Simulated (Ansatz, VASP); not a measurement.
## Mn in VASP and in Ansatz

```
Mn
1.0
     3.43583    0.00000    0.00000
    -1.71792    2.97552    0.00000
     0.00000    0.00000    3.89807
Mn
3
Direct
  0.22540 0.00000 0.33333
  0.00000 0.22540 0.66667
  0.77460 0.77460 0.00000
```

Alike in both runs: task single point; functional PBE; k mesh 6 × 6 × 6; occupations gaussian, width 0.1 eV; collinear spin.

|  | VASP | Ansatz |
| --- | --- | --- |
| version | VASP 6.6.1 | Ansatz 0.2.0 |
| potentials or method | VASP PAW PBE potentials, release 64 (Mn_pv), cutoff 520 eV | scalar-relativistic, plane waves, PAW |
| valence electrons in the cell | 39 | 45 |

|  | VASP | Ansatz | Ansatz less VASP |
| --- | --- | --- | --- |
| gap on the k mesh at the Fermi level (eV) | none | none | - |
| pressure (GPa) | 24.0 | 16.1 | -7.92 |
| traceless stress, the component that is largest in VASP (GPa) | 11.12 | 7.01 | -4.116 |
| rms of the force components (eV/Å) | 3.803 | 3.014 | -0.7894 |
| net moment per atom (μB) | 0.47 | 0.47 | +0.001 |
| size of the moment on the site where the two differ most (μB) | 0.46 | 0.38 | -0.075 |

Site moments also hang on the region over which each program counts them. Atom by atom the forces differ by 0.789 eV/Å (rms over components). A gap of «none» marks a metal or a gap that the smearing closes. VASP's potentials hold 39 valence electrons a cell and Ansatz's 45, so a difference there can come from the potentials and not from the codes.
